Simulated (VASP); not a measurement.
# Na: single point with PBEsol

Na:

```
Na
1.0
     3.76700    0.00000    0.00000
    -1.88350    3.26232    0.00000
     0.00000    0.00000    6.15400
Na
2
Cartesian
  1.8594 1.0563 4.6149
  -0.0238 2.1484 1.5266
```

This cell differs from its parent crystal: atoms moved at random.

```yaml
Program: VASP 6.6.1
Task: single point
Functional: PBEsol
Potentials_or_basis: VASP PAW PBE potentials, release 64 (Na_pv)
Cutoff: 520 eV
k_mesh: 8 × 8 × 5
Occupations: fermi-dirac, width 0.05 eV
Spin: no spin polarisation
Dipole_correction: no
Further_INCAR_settings: ALGO = Fast; EDIFF = 1e-07; NBANDS = 14
```

```json
{
 "Pressure": "-0.3 GPa",
 "Largest force": "0.008 eV/Å",
 "Band gap on the k mesh": "zero (band 7 reaches 1.68 eV, above the bottom of band 8 at -1.53 eV)"
}
```

Forces in eV/Å, atoms in the order of the input:
```
Na   0.000  0.001 -0.008
Na   0.000 -0.001  0.008
```

Stress tensor (GPa, compression positive):
```
-0.22  0.00  0.00
 0.00 -0.21  0.00
 0.00  0.00 -0.45
```

Levels at points of the mesh, in eV from the Fermi level:
```tsv
k point	band 4	band 5	band 6	band 7	band 8	band 9	band 10	band 11
(0.00, 0.00, 0.00)	-24.75	-24.75	-24.75	-3.19	0.59	0.99	9.92	9.92
(0.50, 0.00, 0.00)	-24.76	-24.76	-24.75	0.28	0.40	3.86	3.87	4.34
(0.00, 0.50, 0.00)	-24.76	-24.76	-24.75	0.28	0.40	3.86	3.87	4.34
(0.50, 0.50, 0.00)	-24.76	-24.76	-24.75	0.28	0.40	3.86	3.87	4.34
```

Run time: 66 s on 1 thread of Intel(R) Xeon(R) 6975P-C (Granite Rapids), with other jobs on the host, peak memory 0.26 GiB.

Caveat: the cell differs from its parent crystal (atoms moved at random); the PAW data sets were made with another functional, which shifts forces and pressure a little.
